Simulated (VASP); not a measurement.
# BN: single point with PBE+D3(BJ)

The system is BN.

```
B N
1.0
     0.00000    3.44289    2.23107
     1.23286    0.00000    2.23107
     1.23286    3.44289    0.00000
B N
1 1
Direct
  0.00005 0.00005 0.99995
  0.66665 0.66665 0.33335
```

This cell differs from its parent crystal: strain -0.015 along x and y, +0.030 along z.

| Item | Value |
| --- | --- |
| Program | VASP 6.6.1 |
| Task | single point |
| Functional | PBE |
| Dispersion | D3(BJ) |
| Potentials or basis | VASP PAW PBE potentials, release 64 (B, N) |
| Cutoff | 520 eV |
| k mesh | 12 × 12 × 12 |
| Occupations | gaussian, width 0.05 eV |
| Spin | no spin polarisation |
| Dipole correction | no |
| Further INCAR settings | ALGO = Normal; EDIFF = 1e-06; NBANDS = 11 |

```json
{"Pressure": "-3.6 GPa", "Largest force": "0.425 eV/Å", "Band gap on the k mesh": "3.56 eV, indirect (least direct gap 4.55 eV)", "Dispersion energy per atom": "-0.133 eV"}
```

Forces on the atoms (eV/Å):
```
B    0.000  0.000 -0.425
N    0.000  0.000  0.425
```

Stress tensor (GPa, compression positive):
```
 10.67   0.00   0.00
  0.00  -0.69   0.00
  0.00   0.00 -20.63
```

Levels at points of the mesh, in eV from the valence-band top:
```
           k point  band 1  band 2  band 3  band 4  band 5  band 6  band 7  band 8  band 9
(0.00, 0.00, 0.00)  -17.82   -4.35   -1.63   -1.36    4.86   10.59   11.83   12.71   14.34
(0.50, 0.00, 0.00)  -14.58   -8.91   -4.44   -0.91    4.57    9.13   13.30   15.69   19.74
(0.50, 0.50, 0.00)  -14.93   -9.16   -3.79   -0.76    5.73    9.72   11.94   13.59   19.83
(0.50, 0.00, 0.50)  -17.59   -6.13   -1.61   -1.39    9.61   10.34   11.71   12.13   15.60
(0.00, 0.50, 0.50)  -14.81   -8.94   -3.84   -1.82    3.56   10.54   14.57   17.77   19.42
```

Run time: 49 s on 1 thread of AMD EPYC 7R13 Processor (Zen 3), on a shared host, peak memory 0.16 GiB.

Caveat: the cell differs from its parent crystal (strain -0.015 along x and y, +0.030 along z). A k mesh can miss the band edges.
